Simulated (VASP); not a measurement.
A run of VASP 6.6.1:

File POSCAR:

```
Sb
1.0
    0.0000000000      2.0537212042      2.0537212042
    2.0537212042      0.0000000000      2.0537212042
    2.0537212042      2.0537212042      0.0000000000
Sb
1
Direct
    0.0000000000      0.0000000000      0.0000000000
```

File INCAR.step1:

```
PREC = Accurate
ENCUT = 600
ISMEAR = 0
SIGMA = 0.1
LREAL = F
LASPH = T
NELM = 80
GGA = PE
ALGO = Normal
EDIFF = 1E-4
LWAVE = T
LCHARG = F
```

File INCAR.step2:

```
PREC = Accurate
ENCUT = 600
EDIFF = 1E-7
ISMEAR = 0
SIGMA = 0.1
LREAL = F
LASPH = T
NELM = 80
ALGO = Normal
ISIF = 3
LWAVE = F
LCHARG = F
METAGGA = R2SCAN
LMIXTAU = T
IBRION = 2
NSW = 80
EDIFFG = -0.05
ISTART = 1
```

The input KPOINTS:

```
regular mesh
0
Gamma
  8 8 8
```

Potentials or basis: VASP PAW PBE potentials, release 64 (Sb).

Command:

```bash
$ cat potpaw_PBE.64/Sb/POTCAR > POTCAR
$ cp INCAR.step1 INCAR
$ mpirun -np 1 vasp_std > vasp.out
$ cp INCAR.step2 INCAR
$ mpirun -np 1 vasp_std > vasp.out
```

Hardware: 1 thread of Intel(R) Xeon(R) Platinum 8488C (Sapphire Rapids), on a shared host.

Q: Estimate the wall time of this run.

A: It took 2 min on 1 thread of Intel(R) Xeon(R) Platinum 8488C (Sapphire Rapids), on a shared host, peak memory 0.15 GiB. Counts: k points 29, ion steps 5.
